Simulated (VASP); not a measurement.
The system is TaPAu3.

```
Ta P Au
1.0
     6.25665    0.00000    0.00000
    -3.12833    5.41842    0.00000
     0.00000    0.00000    5.34538
Ta P Au
2 2 6
Cartesian
  0.0000 3.6123 4.0090
  3.1283 1.8061 1.3363
  0.0000 0.0000 2.6727
  0.0000 0.0000 0.0000
  0.0000 1.5822 1.3363
  4.8864 0.7911 4.0090
  3.1283 3.8362 4.0090
  -1.7581 4.6273 1.3363
  1.7581 4.6273 1.3363
  1.3702 0.7911 4.0090
```

* Program: VASP 6.6.1
* Task: relaxation of cell and atoms
* Functional: PBE
* Potentials or basis: VASP PAW PBE potentials, release 64 (Ta_pv, P, Au)
* Cutoff: 600 eV
* k mesh: 3 × 3 × 4
* Occupations: gaussian, width 0.1 eV
* Spin: no spin polarisation

At the start: pressure 47.7 GPa; volume 18.12 Å³/atom.

Question: Where does the relaxation end?

Answer: Over 25 steps the energy falls by 1760.7 meV/atom and the volume is 18.57 Å³/atom (+2.5 %); space group P6_3/mmc (No. 194, to 0.1 Å) before and after.

The path:
```tsv
step	energy change (eV)	largest force (eV/Å)	pressure (GPa)	volume (Å³)
1	0.0000	13.0231	47.71	181.21
2	0.3541	0.0201	-13.88	361.83
3	-3.8394	0.0360	-16.63	317.71
4	-7.4999	0.1072	-17.88	283.82
5	-12.2197	1.8103	-11.54	228.76
6	-12.2137	2.9715	-5.58	215.42
7	-12.3324	2.3377	-8.89	221.89
8	-15.1416	2.2151	-3.77	196.15
9	-15.7559	0.4399	10.47	175.35
10	-15.8876	1.4427	3.68	182.72
11	-15.9047	1.2259	5.28	180.71
12	-16.2184	1.7489	1.75	185.33
13	-16.3366	0.6497	2.24	183.80
14	-16.8260	0.0734	-4.46	191.22
15	-16.9019	0.0895	-6.54	194.57
16	-17.2982	0.1295	-4.01	189.72
17	-17.5315	0.0550	-0.42	184.70
18	-16.9767	0.4433	12.97	173.77
19	-17.5619	0.0194	1.01	183.11
20	-17.5665	0.0079	2.20	181.93
21	-17.5669	0.0012	1.91	182.20
22	-17.5971	0.0032	1.30	183.64
23	-17.6022	0.0051	1.00	184.57
24	-17.6064	0.0301	-0.32	186.12
25	-17.6068	0.0216	0.01	185.74
```

Final structure:
```
Ta P Au
1.0
     6.85771    0.00000    0.00000
    -3.42885    5.93895    0.00000
     0.00000    0.00000    4.56061
Ta P Au
2 2 6
Direct
  0.33333 0.66667 0.75000
  0.66667 0.33333 0.25000
  0.00000 0.00000 0.50000
  0.00000 0.00000 0.00000
  0.19524 0.39049 0.25000
  0.80476 0.19524 0.75000
  0.80476 0.60951 0.75000
  0.19524 0.80476 0.25000
  0.60951 0.80476 0.25000
  0.39049 0.19524 0.75000
```

Caveat: the k points lie up to 0.35 Å⁻¹ apart in the final cell, too coarse for converged energies and pressures of a metal.
